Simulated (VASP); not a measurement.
Wanted: the native input for a VASP 6.6.1 run.

```yaml
Task: density of states
Functional: PBE
Potentials_or_basis: VASP PAW PBE potentials, release 64 (Re, Bi_d)
Cutoff: 520 eV
k_mesh: 11 × 11 × 11
Occupations: fermi-dirac, width 0.05 eV
Spin: no spin polarisation
Dipole_correction: no
k_mesh_for_the_DOS: 17 × 17 × 17
Occupations_for_the_DOS: tetrahedron
Further_INCAR_settings: ALGO = Normal; EDIFF = 1e-07; NBANDS = 18
```

ReBi (CsCl type):

```
CELL_PARAMETERS angstrom
3.39575 0.00000 0.00000
0.00000 3.39575 0.00000
0.00000 0.00000 3.39575
ATOMIC_POSITIONS crystal
Re 0.00000 0.00000 0.00000
Bi 0.50000 0.50000 0.50000
```

One way to write it, as run:

POSCAR

```
ReBi
1.0
    3.3957482031      0.0000000000      0.0000000000
    0.0000000000      3.3957482031      0.0000000000
    0.0000000000      0.0000000000      3.3957482031
Re Bi
1 1
Direct
    0.0000000000      0.0000000000      0.0000000000
    0.5000000000      0.5000000000      0.5000000000
```

INCAR.step1

```
  PREC = Accurate
  ENCUT = 520
  EDIFF = 1E-7
  ISMEAR = -1
  SIGMA = 0.05
  LREAL = False
  LASPH = True
  NELM = 80
  ALGO = Normal
  ISIF = 2
  LWAVE = False
  LCHARG = True
  LMAXMIX = 4
  GGA = PE
  NBANDS = 18
```

KPOINTS.step1

```
regular mesh
0
Gamma
  11 11 11
```

INCAR.step2

```
  PREC = Accurate
  ENCUT = 520
  EDIFF = 1E-7
  ISMEAR = -5
  SIGMA = 0.05
  LREAL = False
  LASPH = True
  NELM = 80
  ALGO = Normal
  ISIF = 2
  LWAVE = False
  LCHARG = False
  LMAXMIX = 4
  GGA = PE
  LORBIT = 11
  NBANDS = 18
  NEDOS = 1001
  ICHARG = 11
```

KPOINTS.step2

```
regular mesh
0
Gamma
  17 17 17
```

Potentials or basis: VASP PAW PBE potentials, release 64 (Re, Bi_d).

Run with:

```console
$ cat potpaw_PBE.64/Re/POTCAR potpaw_PBE.64/Bi_d/POTCAR > POTCAR
$ cp INCAR.step1 INCAR
$ cp KPOINTS.step1 KPOINTS
$ mpirun -np 1 vasp_std > vasp.out
$ cp INCAR.step2 INCAR
$ cp KPOINTS.step2 KPOINTS
$ mpirun -np 1 vasp_std > vasp.out
```

Results of the run:

The valence electrons inside the program's atomic spheres are Re 5.70; Bi 12.93.

Caveat: spin-orbit coupling is left out, which moves the levels of the heavy elements.

It took 5 min on 1 thread of AMD EPYC 7R13, with other jobs on the host, peak memory 0.22 GiB.
